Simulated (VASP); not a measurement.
A run of VASP 6.6.1 is set up as follows.

File INCAR:

```
ALGO = Normal
EDIFF = 1E-6
ENCUT = 520
GGA = PS
ISIF = 2
ISMEAR = 0
IVDW = 12
LASPH = True
LCHARG = True
LELF = True
LREAL = False
LVHAR = True
LWAVE = False
NBANDS = 28
NELM = 80
PREC = Accurate
SIGMA = 0.1
```

File KPOINTS:

```
k-points
0
Gamma
  12 12 10
```

POSCAR

```
SnO
1.0
    3.8059515255      0.0000000000      0.0000000000
    0.0000000000      3.8059515255      0.0000000000
    0.0000000000      0.0000000000      4.7473048475
Sn O
2 2
Direct
    0.5000000000      0.0000000000      0.2427092032
    0.0000000000      0.5000000000      0.7572907968
    0.0000000000      0.0000000000      0.0000000000
    0.5000000000      0.5000000000      0.0000000000
```

Potentials or basis: VASP PAW PBE potentials, release 64 (Sn_d, O).

Command:

```bash
$ cat potpaw_PBE.64/Sn_d/POTCAR potpaw_PBE.64/O/POTCAR > POTCAR
$ mpirun -np 1 vasp_std > vasp.out
```

**Question.** Predict the dispersion energy per atom.

**Answer.** -0.220 eV.

**Question.** Estimate the pressure.

**Answer.** -1.9 GPa.

**Question.** Estimate the band gap on the k mesh.

**Answer.** Zero (bands 20 and 21 overlap by 0.10 eV).

Forces in eV/Å, atoms in the order of the input:
```
Sn   0.000  0.000  0.083
Sn   0.000  0.000 -0.083
O    0.000  0.000  0.000
O    0.000  0.000  0.000
```

Caveat: semilocal functionals underestimate gaps, and a narrow one can read as zero; the PAW data sets were made with another functional, which shifts forces and pressure a little; spin-orbit coupling is left out, which moves the levels of the heavy elements.
